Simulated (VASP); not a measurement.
A run of VASP 6.6.1 is set up as follows.

INCAR

```
ALGO = Normal
EDIFF = 1E-8
ENCUT = 520
GGA = PE
IBRION = 8
ISIF = 2
ISMEAR = 0
LASPH = T
LCHARG = F
LEPSILON = T
LREAL = F
LWAVE = F
NBANDS = 11
NELM = 80
NSW = 1
PREC = Accurate
SIGMA = 0.01
```

Contents of KPOINTS:

```
k-points
0
Gamma
  10 10 10
```

Contents of POSCAR:

```
MgO
1.0
    0.0000000000      2.0889564158      2.0889564158
    2.0889564158      0.0000000000      2.0889564158
    2.0889564158      2.0889564158      0.0000000000
Mg O
1 1
Direct
    0.0000000000      0.0000000000      0.0000000000
    0.5000000000      0.5000000000      0.5000000000
```

Potentials or basis: VASP PAW PBE potentials, release 64 (Mg, O).

Command:

```bash
$ cat potpaw_PBE.64/Mg/POTCAR potpaw_PBE.64/O/POTCAR > POTCAR
$ mpirun -np 1 vasp_std > vasp.out
```

(1) Predict the electronic dielectric tensor (diagonal).

(2) Predict the Born charges (mean of the diagonal).

(3) Predict the highest phonon frequency at Γ, LO-TO splitting left out.

Results:

(1) 3.10.

(2) Mg +1.96; O -1.96 e.

(3) 418 cm⁻¹.

Caveat: the cell wasn't relaxed at this level first, which shifts response properties.
